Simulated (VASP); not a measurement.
# WC (P-6m2) in VASP: single point with r2SCAN

Aim: the single point of WC with r2SCAN.

All numbers are computed with VASP 6.6.1; they aren't measurements. Logs are shortened: lines on timing, memory, paths and dates and some standing lists are left out, and cuts for length are marked.

### Step 1. The cell of the first run

It takes space group P-6m2 (No. 187, hexagonal). The conventional cell has a = 2.922 Å, b = 2.922 Å, c = 2.853 Å, α = 90.00°, β = 90.00°, γ = 120.00°. W (site symmetry -6m2) has 6 C at 2.21 Å and 8 W at 2.85 to 2.92 Å within 3.0 Å. C (site symmetry -6m2) has 6 W at 2.21 Å and 8 C at 2.85 to 2.92 Å within 3.0 Å.

### Step 2. Single point, r2SCAN

Contents of POSCAR:

```
WC
1.0
    2.9215704000      0.0000000000      0.0000000000
   -1.4607852000      2.5301567500      0.0000000000
    0.0000000000      0.0000000000      2.8531488400
W C
1 1
Direct
    0.0000000000      0.0000000000      0.0000000000
    0.6666700000      0.3333300000      0.5000000000
```

Contents of INCAR.step1:

```
PREC = Accurate ; ENCUT = 520
ISMEAR = -1 ; SIGMA = 0.0357
LREAL = F ; LASPH = T
NELM = 100 ; NBANDS = 16
GGA = PE ; ALGO = Normal
EDIFF = 1E-4 ; LWAVE = T
LCHARG = F
```

Contents of INCAR.step2:

```
PREC = Accurate ; ENCUT = 520
EDIFF = 1E-7 ; ISMEAR = -1
SIGMA = 0.0357 ; LREAL = F
LASPH = T ; NELM = 100
ALGO = Normal ; ISIF = 2
LWAVE = F ; LCHARG = F
METAGGA = R2SCAN ; LMIXTAU = T
NBANDS = 16 ; ISTART = 1
```

Contents of KPOINTS:

```
regular mesh
0
Gamma
  13 13 12
```

Potentials or basis: VASP PAW PBE potentials, release 64 (W_sv, C).

Launch:

```sh
$ cat potpaw_PBE.64/W_sv/POTCAR potpaw_PBE.64/C/POTCAR > POTCAR
$ cp INCAR.step1 INCAR
$ mpirun -np 1 vasp_std > vasp.out
$ cp INCAR.step2 INCAR
$ mpirun -np 1 vasp_std > vasp.out
```

OUTCAR:

```text
PREC = Accurate
   ENCUT = 520
   EDIFF = 1E-7
   ISMEAR = -1
   LREAL = F
   LASPH = T
   NELM = 100
   ISIF = 2
   METAGGA = R2SCAN
   ISTART = 1

 ion  position               nearest neighbor table
   1  0.000  0.000  0.000-   2 2.21   2 2.21   2 2.21   2 2.21   2 2.21   2 2.21
   2  0.667  0.333  0.500-   1 2.21   1 2.21   1 2.21   1 2.21   1 2.21   1 2.21

  LATTYP: Found a hexagonal cell.
 ALAT       =     2.9215704000
 C/A-ratio  =     0.9765805541

  Lattice vectors:

 A1 = (   2.9215704000,   0.0000000000,   0.0000000000)
 A2 = (  -1.4607852000,   2.5301567500,   0.0000000000)
 A3 = (   0.0000000000,   0.0000000000,   2.8531488400)

Analysis of symmetry for initial positions (statically):
=====================================================================
 Subroutine PRICEL returns:
 Original cell was already a primitive cell.

 Routine SETGRP: Setting up the symmetry group for a
 hexagonal supercell.

 Subroutine GETGRP returns: Found  4 space group operations
 (whereof  4 operations were pure point group operations)
 out of a pool of 24 trial point group operations.

The static configuration has the point symmetry C_2v.

Analysis of symmetry for dynamics (positions and initial velocities):
=====================================================================
 Subroutine PRICEL returns:
 Original cell was already a primitive cell.

 Routine SETGRP: Setting up the symmetry group for a
 hexagonal supercell.

 Subroutine GETGRP returns: Found  4 space group operations
 (whereof  4 operations were pure point group operations)
 out of a pool of 24 trial point group operations.

The dynamic configuration has the point symmetry C_2v.

 Subroutine INISYM returns: Found  4 space group operations
 (whereof  4 operations are pure point group operations),
 and found     1 'primitive' translations

----------------------------------------------------------------------------------------

                                     Primitive cell

  volume of cell :      21.0906

  direct lattice vectors                    reciprocal lattice vectors
     2.921570400  0.000000000  0.000000000     0.342281672  0.197616215  0.000000000
    -1.460785200  2.530156750  0.000000000     0.000000000  0.395232430  0.000000000
     0.000000000  0.000000000  2.853148840     0.000000000  0.000000000  0.350489952

  length of vectors
     2.921570400  2.921572621  2.853148840     0.395232730  0.395232430  0.350489952

  position of ions in fractional coordinates (direct lattice)
     0.000000000  0.000000000  0.000000000
     0.666670000  0.333330000  0.500000000

  ion indices of the primitive-cell ions
   primitive index   ion index
                 1           1
                 2           2

----------------------------------------------------------------------------------------

 KPOINTS: regular mesh

Automatic generation of k-mesh.
 Grid dimensions read from file:
 generate k-points for:   13   13   12

 Generating k-lattice:

  Cartesian coordinates                     Fractional coordinates (reciprocal lattice)
     0.026329359  0.015201247  0.000000000     0.076923077  0.000000000  0.000000000
     0.000000000  0.030402495  0.000000000     0.000000000  0.076923077  0.000000000
     0.000000000  0.000000000  0.029207496     0.000000000  0.000000000  0.083333333

  Length of vectors
     0.030402518  0.030402495  0.029207496

  Shift w.r.t. Gamma in fractional coordinates (k-lattice)
     0.000000000  0.000000000  0.000000000

 Subroutine IBZKPT returns following result:
 ===========================================

 Found    343 irreducible k-points:

 Following reciprocal coordinates:
            Coordinates               Weight
  0.000000  0.000000  0.000000      1.000000
  0.076923  0.000000  0.000000      4.000000
 -0.076923  0.076923  0.000000      2.000000
  0.153846  0.000000  0.000000      4.000000
 -0.153846  0.153846  0.000000      2.000000
  0.230769  0.000000  0.000000      4.000000
[... 16 lines left out ...]
 -0.076923  0.384615  0.000000      4.000000
 -0.384615  0.307692  0.000000      4.000000
 [... further k-points ...]
   k-points           NKPTS =    343   k-points in BZ     NKDIM =    343   number of bands    NBANDS=     16
   number of dos      NEDOS =    301   number of ions     NIONS =      2
   total plane-waves  NPLWV =  13824
   dimension x,y,z NGX =    24 NGY =   24 NGZ =   24
   dimension x,y,z NGXF=    48 NGYF=   48 NGZF=   48
   ions per type =               1   1
   NGX,Y,Z   is equivalent  to a cutoff of  13.66, 13.66, 13.98 a.u.
   NGXF,Y,Z  is equivalent  to a cutoff of  27.31, 27.31, 27.97 a.u.
 SYSTEM =  unknown system
   PREC   = accura    normal or accurate (medium, high low for compatibility)
   ISTART =      1    job   : 0-new  1-cont  2-samecut
   ICHARG =      0    charge: 1-file 2-atom 10-const
   ISPIN  =      1    spin polarized calculation?
   LNONCOLLINEAR =      F non collinear calculations
   LSORBIT =      F    spin-orbit coupling
   LASPH  =      T    aspherical Exc in radial PAW
   ENCUT  =  520.0 eV  38.22 Ry    6.18 a.u.   5.43  5.43  5.30*2*pi/ulx,y,z
   NELM   =    100;   NELMIN=  2; NELMDL=  0     # of ELM steps
   EDIFF  = 0.1E-06   stopping-criterion for ELM
   LREAL  =      F    real-space projection
   EDIFFG = 0.1E-05   stopping-criterion for IOM
   NSW    =      0    number of steps for IOM
   IBRION =     -1    ionic relax: 0-MD 1-quasi-New 2-CG
   NFREE  =      0    steps in history (QN), initial steepest desc. (CG)
   ISIF   =      2    stress and relaxation
   ISYM   =      2    0-nonsym 1-usesym 2-fastsym
   POTIM  = 0.5000    time-step for ionic-motion
   TEBEG  =    0.0;   TEEND  =   0.0 temperature during run
   PSTRESS=    0.0 pullay stress
   NELECT =      18.0000    total number of electrons
   NUPDOWN=      -1.0000    fix difference up-down
   EMIN   =  10.00;   EMAX   =-10.00  energy-range for DOS
   EFERMI =   0.00;   METHOD = LEGACY
   ISMEAR =    -1;   SIGMA  =   0.04  broadening in eV -4-tet -1-fermi 0-gaus
   EFERMI_NEDOS =   21; number of points for ismear=-14 and -15
   IALGO  =     38    algorithm
   IMIX   =      4    mixing-type and parameters
     AMIX     =   0.40;   BMIX     =  1.00
     AMIX_MAG =   1.60;   BMIX_MAG =  1.00
  volume/ion in A,a.u.               =      10.55        71.16
  Fermi-wavevector in a.u.,A,eV,Ry     =   1.552874  2.934507 32.809336  2.411418
  Thomas-Fermi vector in A             =   2.657186
   LORBIT       =      0    0 simple, 1 ext, 2 COOP (PROOUT), +10 PAW based schemes
   METAGGA = R2SCAN    functional components
   LHFCALC =     F    Hartree Fock is set to
   AEXX    =    0.0000 exact exchange contribution
   IVDW    =     0    specifies the selected vdW correction
   LEPSILON=     F    determine dielectric tensor
   LRPA    =     F    only Hartree local field effects (RPA)
 non-spin polarized calculation
  energy-cutoff  :      520.00
  volume of cell :       21.09
 maximum number of plane-waves:       593
 NGX is ok and might be reduce to    24
   NGX = 11   NGY = 11   NGZ = 11

 number of electron      18.0000000 magnetization

 Free energy of the ion-electron system (eV)
  ---------------------------------------------------
  ext. energy  EPLUGINS =         0.00000000
  ---------------------------------------------------
  free energy    TOTEN  =       -61.61187464 eV

  energy without entropy =      -61.61047462  energy(sigma->0) =      -61.61117463

 E-fermi :  10.7331     XC(G=0): -14.8673

 val. band max:       10.7048597895   @ k =   0.0000   0.0000   0.3333
 cond. band min:      10.7540376206   @ k =   0.0769   0.0000   0.3333
 fundamental gap:      0.0491778312
 Fermi energy:        10.7331165184

 k-point     1 :       0.0000    0.0000    0.0000
  band No.  band energies     occupation
      1     -65.2513      2.00000
      2     -28.5578      2.00000
      3     -28.4567      2.00000
      4     -28.4567      2.00000
      5      -4.3789      2.00000
      6       6.3357      2.00000
[... 8 lines left out ...]
     15      25.8273      0.00000
     16      28.1808      0.00000

 k-point     2 :       0.0769    0.0000    0.0000
  band No.  band energies     occupation
      1     -65.2478      2.00000
      2     -28.5514      2.00000
      3     -28.5060      2.00000
      4     -28.4678      2.00000
      5      -4.2222      2.00000
      6       6.3886      2.00000
[... 8 lines left out ...]
     15      25.5050      0.00000
     16      28.5212      0.00000

 k-point     3 :      -0.0769    0.0769    0.0000
  band No.  band energies     occupation
      1     -65.2478      2.00000
      2     -28.5514      2.00000
      3     -28.5060      2.00000
      4     -28.4678      2.00000
      5      -4.2222      2.00000
      6       6.3886      2.00000
[... 8 lines left out ...]
     15      25.5051      0.00000
     16      28.5211      0.00000

 k-point     4 :       0.1538    0.0000    0.0000
  band No.  band energies     occupation
      1     -65.2382      2.00000
      2     -28.6409      2.00000
      3     -28.5338      2.00000
      4     -28.4985      2.00000
      5      -3.7754      2.00000
      6       6.0751      2.00000
[... 8 lines left out ...]
     15      25.1748      0.00000
     16      29.4682      0.00000
[... 324 lines left out ...]
 k-point    22 :       0.3077    0.0769    0.0000
  band No.  band energies     occupation
      1     -65.2024      2.00000
      2     -29.1000      2.00000
      3     -28.6324      2.00000
      4     -28.4681      2.00000
      5      -1.8413      2.00000
      6       4.1711      2.00000
[... 8 lines left out ...]
     15      26.5047      0.00000
     16      28.0067      0.00000

 k-point    23 :      -0.0769    0.3846    0.0000
  band No.  band energies     occupation
      1     -65.2024      2.00000
      2     -29.1000      2.00000
      3     -28.6324      2.00000
      4     -28.4681      2.00000
      5      -1.8413      2.00000
      6       4.1711      2.00000
[... 8 lines left out ...]
     15      26.5047      0.00000
     16      28.0066      0.00000

 k-point    24 :      -0.3846    0.3077    0.0000
  band No.  band energies     occupation
      1     -65.2024      2.00000
      2     -29.1000      2.00000
      3     -28.6324      2.00000
      4     -28.4681      2.00000
      5      -1.8412      2.00000
      6       4.1710      2.00000
[... 8 lines left out ...]
     15      26.5048      0.00000
     16      28.0067      0.00000

 [... further k-points ...]

------------------------ aborting loop because EDIFF is reached ----------------------------------------

  FORCE on cell =-STRESS in cart. coord.  units (eV):
  Direction    XX          YY          ZZ          XY          YZ          ZX
  --------------------------------------------------------------------------------------
  -------------------------------------------------------------------------------------
  Total       -0.3017096     -0.3018073     -0.6579081     -0.0000841      0.0000000      0.0000000
  in kB      -22.9198365    -22.9272605    -49.9790034     -0.0063891      0.0000000      0.0000000
  external PRESSURE =     -31.9420335 kB  Pullay stress =       0.0000000 kB

 VOLUME and BASIS-vectors are now :
 -----------------------------------------------------------------------------
  energy-cutoff  :      520.00
  volume of cell :       21.09
      direct lattice vectors                 reciprocal lattice vectors
     2.921570400  0.000000000  0.000000000     0.342281672  0.197616215  0.000000000
    -1.460785200  2.530156750  0.000000000     0.000000000  0.395232430  0.000000000
     0.000000000  0.000000000  2.853148840     0.000000000  0.000000000  0.350489952

 POSITION                                       TOTAL-FORCE (eV/Angst)
 -----------------------------------------------------------------------------------
      0.00000      0.00000      0.00000         0.000216     -0.000125      0.000000
      1.46080      0.84338      1.42657        -0.000216      0.000125      0.000000
 -----------------------------------------------------------------------------------
    total drift:                                0.000003      0.000007      0.000000

  FREE ENERGIE OF THE ION-ELECTRON SYSTEM (eV)
  ---------------------------------------------------
  free  energy   TOTEN  =       -61.6118746412 eV

  energy  without entropy=      -61.6104746244  energy(sigma->0) =      -61.61117463
```

Wall time 16 min (1 thread of AMD EPYC, shared host); peak memory 0.21 GiB.

What came out:

* Free energy: -61.6119 eV
* Pressure: -3.2 GPa
* Band gap on the k mesh: zero (bands 9 and 10 overlap by 1.32 eV)

Caveat: the cell stands under tension; the PAW data sets were made with another functional, which shifts forces and pressure a little; spin-orbit coupling is left out, which moves the levels of the heavy elements.
